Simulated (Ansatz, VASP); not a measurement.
Two plane-wave programs on SiC

```
CELL_PARAMETERS angstrom
3.07908 0.00000 0.00000
-1.53954 2.66656 0.00000
0.00000 0.00000 20.13917
ATOMIC_POSITIONS crystal
Si 0.33333 0.66667 0.25011
Si 0.66667 0.33333 0.75011
Si 0.33333 0.66667 0.62499
Si 0.66667 0.33333 0.12499
Si 0.00000 0.00000 0.00010
Si 0.00000 0.00000 0.50010
Si 0.33333 0.66667 0.87519
Si 0.66667 0.33333 0.37519
C 0.33333 0.66667 0.96892
C 0.66667 0.33333 0.46892
C 0.00000 0.00000 0.09386
C 0.00000 0.00000 0.59386
C 0.33333 0.66667 0.34413
C 0.66667 0.33333 0.84413
C 0.33333 0.66667 0.71871
C 0.66667 0.33333 0.21871
```

Alike in both runs: functional r2SCAN; k mesh 12 × 12 × 2; occupations fermi-dirac, width 0.02 eV; no spin polarisation.

Ansatz relaxed the structure, and its values are those at the end. VASP's run is a single point on that final structure, the one shown.

```csv
,VASP,Ansatz
version,VASP 6.6.1,Ansatz 0.2.0
potentials or method,"VASP PAW PBE potentials, release 64 (Si, C), cutoff 520 eV",PAW plane waves
valence electrons in the cell,64,64
```

VASP gave:

| Property | Result |
| --- | --- |
| gap on the k mesh at the Fermi level (eV) | 2.14 |
| pressure (GPa) | -0.2 |
| rms of the force components (eV/Å) | 0.004 |

Task: Estimate Ansatz's values.

Result: gap on the k mesh at the Fermi level (eV): 2.13; pressure (GPa): 0.0; rms of the force components (eV/Å): 0.001.

VASP's potentials were made for PBE, not for r2SCAN.
